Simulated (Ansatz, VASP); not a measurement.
## Two plane-wave programs on Fe

```
Fe
1.0
    -1.22416    1.22416    3.63032
     1.22416   -1.22416    3.63032
     1.22416    1.22416   -3.63032
Fe
2
Cartesian
  0.0000 0.0000 6.1852
  0.0000 0.0000 1.0755
```

Alike in both runs: functional PBEsol; k mesh 32 × 32 × 32; occupations gaussian, width 0.1 eV; no spin polarisation.

Ansatz relaxed the structure, and its values are those at the end. VASP's run is a single point on that final structure, the one shown.

```csv
,VASP,Ansatz
version,VASP 6.6.1,Ansatz 0.2.0
potentials or method,"VASP PAW PBE potentials, release 64 (Fe), cutoff 520 eV","scalar-relativistic, plane waves, PAW"
valence electrons in the cell,16,32
```

```tsv
	VASP	Ansatz	Ansatz less VASP
gap on the k mesh at the Fermi level (eV)	none	none	-
pressure (GPa)	-0.7	0.0	+0.67
rms of the force components (eV/Å)	0.025	0.000	-0.0251
```

VASP's potentials were made for PBE, not for PBEsol. A gap of «none» marks a metal or a gap that the smearing closes. VASP's potentials hold 16 valence electrons a cell and Ansatz's 32, so a difference there can come from the potentials and not from the codes.
